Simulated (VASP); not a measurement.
A run of VASP 6.6.1:

File INCAR:

```
SYSTEM = ZnS
  PREC = Accurate
  ENCUT = 520
  EDIFF = 1E-6
  ISMEAR = 0
  SIGMA = 0.05
  LREAL = .FALSE.
  LASPH = .TRUE.
  NELM = 60
  ALGO = Normal
  ISIF = 2
  LWAVE = .FALSE.
  LCHARG = .FALSE.
  GGA = PS
  NBANDS = 16
```

File KPOINTS:

```
regular mesh
0
G
  10 10 10
  0 0 0
```

POSCAR

```
ZnS
1.0
    0.0468695338      2.6782590749      2.6782590749
    2.7251286087      0.0000000000      2.7251286087
    2.6782590749      2.6782590749      0.0468695338
Zn S
1 1
Direct
    0.0000000000      0.0000000000      0.0000000000
    0.7500000000      0.7500000000      0.7500000000
```

Potentials or basis: VASP PAW PBE potentials, release 64 (Zn, S).

Run with:

```console
$ cat potpaw_PBE.64/Zn/POTCAR potpaw_PBE.64/S/POTCAR > POTCAR
$ mpirun -np 1 vasp_std > vasp.out
```

Hardware: 1 thread of AMD EPYC 7R13 Processor (Zen 3) (shared host).

**Question.** Estimate the wall time of this run.

**Answer.** It took 75 s on 1 thread of AMD EPYC 7R13 Processor (Zen 3) (shared host), peak memory 0.2 GiB. Counts: scf iterations 12, k points 171.
